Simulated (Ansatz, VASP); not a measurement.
**CdTe: VASP beside Ansatz**

```
Te Cd
1.0
     0.00000    3.20500    3.20500
     3.20500    0.00000    3.20500
     3.20500    3.20500    0.00000
Te Cd
1 1
Cartesian
  4.8075 4.8075 4.8075
  0.0000 0.0000 0.0000
```

Alike in both runs: task relaxation of cell and atoms; functional PBE0; k mesh 4 × 4 × 4; occupations fermi-dirac, width 0.05 eV; no spin polarisation.

|  | VASP | Ansatz |
| --- | --- | --- |
| version | VASP 6.6.1 | Ansatz 0.2.0 |
| potentials or method | VASP PAW PBE potentials, release 64 (Te, Cd) | Ansatz PAW |
| plane-wave cutoff (eV) | 600 | 420 |
| valence electrons in the cell | 18 | 36 |

Ansatz gave:

| Quantity | Value |
| --- | --- |
| gap on the k mesh at the Fermi level, each at its own relaxed structure (eV) | 2.15 |
| relaxed volume (Å³/atom) | 35.39 |
| relaxed length of the cell vector where the two differ most in proportion (Å) | 4.643 |

Problem. What did VASP give for the same quantities?

Solution. gap on the k mesh at the Fermi level, each at its own relaxed structure (eV): 2.12; relaxed volume (Å³/atom): 35.32; relaxed length of the cell vector where the two differ most in proportion (Å): 4.640.

VASP's potentials hold 18 valence electrons a cell and Ansatz's 36, so a difference there can come from the potentials and not from the codes.

The k mesh is coarse, so the values compare programs but aren't converged. Spin-orbit coupling is off throughout. Noted on Ansatz's run: the plane-wave basis is chosen anew once the cell has moved, so the energies of steps on either side of that aren't comparable.
